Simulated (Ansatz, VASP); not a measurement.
# Two plane-wave programs on WC

```
CELL_PARAMETERS angstrom
2.92177 0.00000 0.00000
-1.46089 2.42912 0.00000
0.00000 0.00000 2.84708
ATOMIC_POSITIONS crystal
W 0.00000 0.00000 0.00000
C 0.66667 0.33333 0.50000
```

Change from the starting cell: strain -0.0400 x Voigt [0, 1, 0, 0, 0, 0], atoms carried along.

Alike in both runs: task single point; functional PBE; k mesh 24 × 24 × 22; occupations gaussian, width 0.15 eV; no spin polarisation.

```csv
,VASP,Ansatz
version,VASP 6.6.1,Ansatz 0.2.0
potentials or method,"VASP PAW PBE potentials, release 64 (W_sv, C), cutoff 520 eV","scalar-relativistic, plane waves, PAW"
valence electrons in the cell,18,18
```

VASP gave:

```
gap on the k mesh at the Fermi level (eV)                     : none
pressure (GPa)                                                : 18.1
traceless stress, the component that is largest in VASP (GPa) : 15.59
rms of the force components (eV/Å)                            : 0.160
```

Task: Estimate Ansatz's values.

Result: gap on the k mesh at the Fermi level (eV): none; pressure (GPa): 16.8; traceless stress, the component that is largest in VASP (GPa): 15.64; rms of the force components (eV/Å): 0.157.

Atom by atom the forces differ by 0.003 eV/Å (rms over components). A gap of «none» marks a metal or a gap that the smearing closes.

Spin-orbit coupling is off throughout.
